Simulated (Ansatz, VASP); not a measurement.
## AlN: VASP beside Ansatz

```
Al N
1.0
    -3.11356    0.00000    0.00000
     0.00000    5.39284    0.00000
     1.55678   -2.69642   -4.98335
Al N
4 4
Direct
  0.99925 0.32777 0.99849
  0.49925 0.82777 0.99849
  0.24925 0.92073 0.49849
  0.74925 0.42073 0.49849
  0.80825 0.13120 0.61650
  0.30825 0.63120 0.61650
  0.05825 0.73530 0.11650
  0.55825 0.23530 0.11650
```

Change from the starting cell: mode 4 frozen in at +0.000 Å and mode 15 at -0.056 Å (largest displacements).

Alike in both runs: task single point; functional PBEsol; k mesh 8 × 8 × 8; occupations gaussian, width 0.05 eV; no spin polarisation.

```csv
,VASP,Ansatz
version,VASP 6.6.1,Ansatz 0.2.0
potentials or method,"VASP PAW PBE potentials, release 64 (Al, N), cutoff 520 eV","scalar-relativistic, plane waves, PAW"
valence electrons in the cell,32,32
```

Ansatz gave:

* gap on the k mesh at the Fermi level (eV): 4.07
* least direct gap on the mesh (eV): 4.07
* pressure (GPa): 0.9
* traceless stress, the component that is largest in VASP (GPa): 6.16
* rms of the force components (eV/Å): 0.580

Q: What did VASP give for the same quantities?

A: gap on the k mesh at the Fermi level (eV): 4.09; least direct gap on the mesh (eV): 4.09; pressure (GPa): 0.9; traceless stress, the component that is largest in VASP (GPa): 6.24; rms of the force components (eV/Å): 0.585.

VASP's potentials were made for PBE, not for PBEsol, and Ansatz warns of the same on its side. Atom by atom the forces differ by 0.005 eV/Å (rms over components).
